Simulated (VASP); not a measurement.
# Ca3H2C (P4/mmm) in VASP: a series of runs, part 2 of 2

VASP 6.6.1.

### Step 4. Relaxation of cell and atoms, PBE

The input, INCAR:

```
PREC = Accurate
ENCUT = 600
EDIFF = 1E-6
ISMEAR = 0
SIGMA = 0.1
LREAL = F
LASPH = T
NELM = 60
ALGO = Normal
ISIF = 3
LWAVE = F
LCHARG = F
GGA = PE
IBRION = 2
NSW = 90
EDIFFG = -0.04
```

The input, KPOINTS:

```
Automatic mesh
0
Gamma
  6 6 2
```

The input, POSCAR:

```
Ca3H2C
1.0
    3.2027543900      0.0000000000      0.0000000000
    0.0000000000      3.2027543900      0.0000000000
    0.0000000000      0.0000000000      9.6082631800
Ca H C
3 2 1
Direct
    0.0000000000      0.0000000000      0.8333333300
    0.0000000000      0.0000000000      0.1666666700
    0.0000000000      0.0000000000      0.5000000000
    0.5000000000      0.5000000000      0.3333333300
    0.5000000000      0.5000000000      0.6666666700
    0.5000000000      0.5000000000      0.0000000000
```

The run is started by

```console
cat potpaw_PBE.64/Ca_sv/POTCAR potpaw_PBE.64/H/POTCAR potpaw_PBE.64/C/POTCAR > POTCAR
mpirun -np 1 vasp_std > vasp.out
```

Run time: 13 min. Hardware: 1 thread of Intel Xeon Platinum 8259CL at 2.50GHz (Skylake/Cascade Lake), shared host; peak memory 0.28 GiB.

The run converged. Its results:

```yaml
Free_energy: -20.4957 eV
Relaxed_volume: 16.76 Å³/atom
Relaxed_cell: a = 3.161 Å, b = 3.161 Å, c = 10.059 Å, α = 90.00°, β = 90.00°, γ = 90.00°
Space_group_after_relaxing_to_0.1_Å: P4/mmm (No. 123)
Energy_gained_by_relaxing: 127.0 meV/atom
Ionic_steps: 17
Pressure_after_relaxing: 0.1 GPa
Largest_force_after_relaxing: 0.035 eV/Å
Band_gap_on_the_k_mesh: zero (bands 18 and 19 overlap by 0.98 eV)
```

Forces in eV/Å, atoms in the order of the input:
```
Ca   0.000  0.000  0.007
Ca   0.000  0.000 -0.007
Ca   0.000  0.000  0.000
H    0.000  0.000  0.035
H    0.000  0.000 -0.035
C    0.000  0.000  0.000
```

Stress tensor (GPa, compression positive):
```
0.07 0.00 0.00
0.00 0.07 0.00
0.00 0.00 0.16
```

The path:
```
step  energy change (eV)  largest force (eV/Å)  pressure (GPa)  volume (Å³)
   1              0.0000                1.7001           -2.56        98.56
   2             -0.3006                1.2184           -0.78        94.86
   3             -0.4338                0.4889            4.08        89.29
   4             -0.4529                0.4834            2.27        90.96
   5             -0.4540                0.4846            2.60        90.64
   6             -0.5497                0.4503            1.64        93.47
   7             -0.6150                0.4284            0.21        99.35
   8             -0.6592                0.3834           -0.59       100.81
   9             -0.6931                0.2872           -1.95       103.65
  10             -0.7182                0.2303           -1.55       102.79
  11             -0.7485                0.0422           -0.24       100.25
  12             -0.7488                0.0587           -0.35       100.45
  13             -0.7557                0.0787           -0.03        99.91
  14             -0.7579                0.1005            0.33        99.33
  15             -0.7579                0.0987            0.29        99.37
  16             -0.7595                0.0731            0.24        99.70
  17             -0.7619                0.0354            0.10       100.53
```

Final structure:
```yaml
crystal:
  lattice:
    - [3.16142, 0.00000, 0.00000]
    - [0.00000, 3.16142, 0.00000]
    - [0.00000, 0.00000, 10.05889]
  atoms:
    - { symbol: Ca, position: [0.00000, 0.00000, 0.86267] }
    - { symbol: Ca, position: [0.00000, 0.00000, 0.13733] }
    - { symbol: Ca, position: [0.00000, 0.00000, 0.50000] }
    - { symbol: H, position: [0.50000, 0.50000, 0.37636] }
    - { symbol: H, position: [0.50000, 0.50000, 0.62364] }
    - { symbol: C, position: [0.50000, 0.50000, 0.00000] }
```

Levels at points of the mesh, in eV from the Fermi level:
```
           k point  band 16  band 17  band 18  band 19  band 20  band 21
(0.00, 0.00, 0.00)    -2.61    -0.83     0.48     0.54     0.54     1.20
(0.50, 0.00, 0.00)    -3.01    -0.91    -0.61     0.52     0.69     1.15
(0.50, 0.50, 0.00)    -2.48    -2.48    -1.44     0.58     0.58     1.50
(0.00, 0.00, 0.50)    -3.05    -0.24     0.49     0.54     0.54     1.14
(0.50, 0.00, 0.50)    -2.98    -1.05    -0.64     0.52     1.03     1.19
(0.50, 0.50, 0.50)    -2.48    -2.18    -1.96     0.63     0.63     2.09
```

### Step 5. Single point, PBE, collinear spin

The input, INCAR:

```
SYSTEM = Ca3H2C
ALGO = Normal
EDIFF = 1E-6
ENCUT = 520
GGA = PE
ISIF = 2
ISMEAR = 0
ISPIN = 2
LASPH = .True.
LCHARG = .False.
LORBIT = 11
LREAL = .False.
LWAVE = .False.
MAGMOM = 0 0 0 0 0 1
NBANDS = 31
NELM = 150
PREC = Accurate
SIGMA = 0.1
```

The input, KPOINTS:

```
k-points
0
Gamma
  6 6 2
  0 0 0
```

POSCAR is that of step 4.

The run is started by

```console
cat potpaw_PBE.64/Ca_sv/POTCAR potpaw_PBE.64/H/POTCAR potpaw_PBE.64/C/POTCAR > POTCAR
mpirun -np 1 vasp_std > vasp.out
```

Run time: 2.7 min. Hardware: 1 thread of Intel Xeon Platinum 8259CL at 2.50GHz (Skylake/Cascade Lake), shared host; peak memory 0.27 GiB.

It converged, with:

```yaml
Free_energy: -19.7331 eV
Pressure: -2.6 GPa
Largest_force: 1.702 eV/Å
Band_gap_on_the_k_mesh: zero (filled and empty bands overlap)
Net_moment: -0.01 μB per cell
Valence_electrons_inside_the_program's_atomic_spheres: Ca 8.20, 8.22 (each value once); H 0.47; C 2.14
```

Forces in eV/Å, atoms in the order of the input:
```
Ca   0.000  0.000  1.702
Ca   0.000  0.000 -1.702
Ca   0.000  0.000  0.000
H    0.000  0.000  0.429
H    0.000  0.000 -0.429
C    0.000  0.000  0.000
```

Stress tensor (GPa, compression positive):
```
-2.83  0.00  0.00
 0.00 -2.83  0.00
 0.00  0.00 -2.09
```

Levels at points of the mesh, in eV from the Fermi level:
Spin up:
| k point | band 14 | band 15 | band 16 | band 17 | band 18 | band 19 | band 20 | band 21 | band 22 | band 23 |
| --- | --- | --- | --- | --- | --- | --- | --- | --- | --- | --- |
| (0.00, 0.00, 0.00) | -6.74 | -5.84 | -1.99 | -0.83 | 0.28 | 0.76 | 0.90 | 0.90 | 1.40 | 1.69 |
| (0.50, 0.00, 0.00) | -4.92 | -4.85 | -2.90 | -1.08 | -0.72 | 0.33 | 1.00 | 1.08 | 2.11 | 2.43 |
| (0.50, 0.50, 0.00) | -4.35 | -3.62 | -2.06 | -2.06 | -0.70 | 0.00 | 0.00 | 0.87 | 1.02 | 1.57 |
| (0.00, 0.00, 0.50) | -6.95 | -5.47 | -2.65 | -0.18 | 0.29 | 0.89 | 0.89 | 1.07 | 1.32 | 1.77 |
| (0.50, 0.00, 0.50) | -4.92 | -4.84 | -2.80 | -1.41 | -0.72 | 0.89 | 1.08 | 1.17 | 1.71 | 2.17 |
| (0.50, 0.50, 0.50) | -4.54 | -3.16 | -2.07 | -2.07 | -1.45 | 0.12 | 0.12 | 1.35 | 1.35 | 1.45 |
Spin down:
```csv
k point,band 14,band 15,band 16,band 17,band 18,band 19,band 20,band 21,band 22,band 23
"(0.00, 0.00, 0.00)",-6.74,-5.84,-1.99,-0.83,0.28,0.76,0.90,0.90,1.40,1.69
"(0.50, 0.00, 0.00)",-4.92,-4.85,-2.91,-1.08,-0.73,0.33,1.00,1.07,2.11,2.42
"(0.50, 0.50, 0.00)",-4.35,-3.62,-2.06,-2.06,-0.70,0.00,0.00,0.87,1.02,1.56
"(0.00, 0.00, 0.50)",-6.95,-5.48,-2.65,-0.19,0.29,0.89,0.89,1.07,1.32,1.77
"(0.50, 0.00, 0.50)",-4.92,-4.84,-2.81,-1.42,-0.72,0.89,1.08,1.16,1.70,2.17
"(0.50, 0.50, 0.50)",-4.54,-3.16,-2.08,-2.08,-1.45,0.12,0.12,1.34,1.34,1.44
```

Caveat: forces of over 1 eV/Å act on the atoms, so gaps and moduli don't describe the material at rest.

### Step 6. Overview

```csv
task,spin,cell,cutoff (eV),gap on the mesh (eV),pressure (GPa),largest force (eV/Å)
single point,off,"a = 3.203, b = 3.203, c = 9.608 Å, 6 atoms, atomic positions A",520,none,-2.6,1.71
single point,off,"a = 3.163, b = 3.163, c = 10.096 Å, 6 atoms, atomic positions B",520,none,0.1,0.07
relaxation of cell and atoms,off,"relaxed from a = 3.203, b = 3.203, c = 9.608 Å, 6 atoms, atomic positions A",600,none,0.1,0.04
single point,collinear,"a = 3.203, b = 3.203, c = 9.608 Å, 6 atoms, atomic positions A",520,none,-2.6,1.70
```

Alike in all rows: level PBE; potentials or basis VASP PAW PBE potentials, release 64 (Ca_sv, H, C); k mesh 6 × 6 × 2; smearing gaussian 0.1 eV.

Caveats: forces of over 1 eV/Å act on the atoms, so gaps and moduli don't describe the material at rest (at least some runs).

Absolute energies hang on the potentials; compare differences alone.
